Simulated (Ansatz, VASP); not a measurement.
**Two plane-wave programs on NbP**

```xyz
8
Lattice="3.3470 0.0000 0.0000 0.0000 3.3470 0.0000 0.0000 0.0000 24.5145" Properties=species:S:1:pos:R:3 pbc="T T T"
Nb    1.6735    1.6735    7.6042
Nb    0.0000    1.6735   10.3416
Nb    0.0000    0.0000   13.1941
Nb    1.6735    0.0000   16.0748
P     0.0000    0.0000    8.4199
P     1.6735    0.0000   11.2945
P     1.6735    1.6735   14.1511
P     0.0000    1.6735   16.9777
```

Alike in both runs: functional PBE; k mesh 10 × 10 × 1; occupations gaussian, width 0.1 eV; no spin polarisation.

Ansatz relaxed the structure, and its values are those at the end. VASP's run is a single point on that final structure, the one shown.

|  | VASP | Ansatz |
| --- | --- | --- |
| version | VASP 6.6.1 | Ansatz 0.2.0 |
| potentials or method | VASP PAW PBE potentials, release 64 (Nb_sv, P), cutoff 520 eV | scalar-relativistic, plane waves, PAW |
| valence electrons in the cell | 72 | 72 |

|  | VASP | Ansatz | Ansatz less VASP |
| --- | --- | --- | --- |
| gap on the k mesh at the Fermi level (eV) | none | none | - |
| rms of the force components (eV/Å) | 0.006 | 0.004 | -0.0023 |
| work function, face that differs most (eV) | 4.07 | 4.07 | -0.004 |

A gap of «none» marks a metal or a gap that the smearing closes. With one functional, cell and mesh, what is left measures potentials, basis and numerics.
